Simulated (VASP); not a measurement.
## Pd: single point with PBE+D4

Pd:

```
CELL_PARAMETERS angstrom
0.00000 1.95939 1.95939
1.95939 0.00000 1.95939
1.95939 1.95939 0.00000
ATOMIC_POSITIONS crystal
Pd 0.00000 0.00000 0.00000
```

```
Program                : VASP 6.6.1
Task                   : single point
Functional             : PBE
Dispersion             : D4
Potentials or basis    : VASP PAW PBE potentials, release 64 (Pd)
Cutoff                 : 520 eV
k mesh                 : 12 × 12 × 12
Occupations            : fermi-dirac, width 0.05 eV
Spin                   : no spin polarisation
Dipole correction      : no
Further INCAR settings : ALGO = Normal; EDIFF = 1e-06; NBANDS = 11
```

```
Pressure                   : -2.1 GPa
Band gap on the k mesh     : zero (band 5 reaches 9.72 eV, above the bottom of band 6 at 8.19 eV)
Dispersion energy per atom : -0.483 eV
```

Levels at points of the mesh, in eV from the Fermi level:
```
           k point  band 1  band 2  band 3  band 4  band 5  band 6  band 7  band 8  band 9  band 10
(0.00, 0.00, 0.00)   -6.96   -2.73   -2.73   -2.73   -1.17   -1.17   17.21   21.88   21.88    21.88
(0.50, 0.00, 0.00)   -5.12   -2.77   -2.77   -0.01   -0.01    1.09    7.19   16.57   20.94    20.94
(0.50, 0.50, 0.00)   -5.20   -4.92   -0.04    0.30    0.30    3.38   10.59   13.13   13.13    21.32
```

Wall time 6.8 s on 1 thread of Intel(R) Xeon(R) Platinum 8488C (Sapphire Rapids), on a shared host, peak memory 0.14 GiB.

Caveat: pairwise dispersion overbinds metals, which lowers pressure and volume.
